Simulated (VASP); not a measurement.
Wanted: the native input for a VASP 6.6.1 run.

| Item | Value |
| --- | --- |
| Task | single point |
| Functional | LDA |
| Potentials or basis | VASP PAW LDA potentials, release 64 (Cu_sv_GW) |
| Cutoff | 820 eV |
| k mesh | 7 × 7 × 2 |
| Occupations | fermi-dirac, width 0.1 eV |
| Spin | no spin polarisation |
| Dipole correction | no |
| Further INCAR settings | ALGO = Normal; EDIFF = 1e-06; NBANDS = 46 |

The structure of Cu lies in POSCAR:

```
Cu
1.0
    2.5307600000      0.0000000000      0.0000000000
   -1.2653800000      2.1917100000      0.0000000000
    0.0000000000      0.0000000000      8.2618200000
Cu
4
Direct
    0.9952300000      0.0002200000      0.9983600000
    0.3277700000      0.6622900000      0.2501700000
    0.0056100000      0.0010200000      0.4991700000
    0.6601900000      0.3208400000      0.7525007741
```

These files were run (other wordings do the same):

INCAR

```
SYSTEM = Cu
PREC = Accurate ; ENCUT = 820
EDIFF = 1E-6 ; ISMEAR = -1
SIGMA = 0.1 ; LREAL = .FALSE.
LASPH = .TRUE. ; NELM = 120
ALGO = Normal ; ISIF = 2
LWAVE = .FALSE. ; LCHARG = .FALSE.
NBANDS = 46 ; GGA_COMPAT = .FALSE.
```

KPOINTS

```
Automatic mesh
0
G
  7 7 2
  0 0 0
```

Potentials or basis: VASP PAW LDA potentials, release 64 (Cu_sv_GW).

Run with:

```console
$ cat potpaw_LDA.64/Cu_sv_GW/POTCAR > POTCAR
$ mpirun -np 1 vasp_std > vasp.out
```

It gave:

```json
{
  "Pressure": "-9.8 GPa",
  "Largest force": "0.227 eV/Å",
  "Band gap on the k mesh": "zero (bands 38 and 39 overlap by 4.25 eV)"
}
```

Caveat: the k points lie up to 0.41 Å⁻¹ apart, too coarse for converged energies and pressures of a metal.

Wall time 3.9 min on 1 thread of AMD EPYC 7R43 64-Core Processor (Zen 3), on a shared host, peak memory 0.25 GiB.
